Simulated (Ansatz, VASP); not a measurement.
**One calculation of ZnS, two programs**

```
S Zn
1.0
     0.00000    2.51737    2.51737
     2.51737    0.00000    2.51737
     2.51737    2.51737    0.00000
S Zn
1 1
Direct
  0.00000 0.00000 0.00000
  0.50000 0.50000 0.50000
```

Alike in both runs: task single point; functional PBE; k mesh 12 × 12 × 12; occupations gaussian, width 0.05 eV; no spin polarisation.

|  | VASP | Ansatz |
| --- | --- | --- |
| version | VASP 6.6.1 | Ansatz 0.2.0 |
| potentials or method | VASP PAW PBE potentials, release 64 (S, Zn), cutoff 520 eV | scalar-relativistic, plane waves, PAW |
| valence electrons in the cell | 18 | 18 |

|  | VASP | Ansatz | Ansatz less VASP |
| --- | --- | --- | --- |
| gap on the k mesh at the Fermi level (eV) | none | none | - |
| pressure (GPa) | 4.0 | 3.9 | -0.19 |

A gap of «none» marks a metal or a gap that the smearing closes. The functional is the same, so the differences come from potentials, cutoffs and numerics.
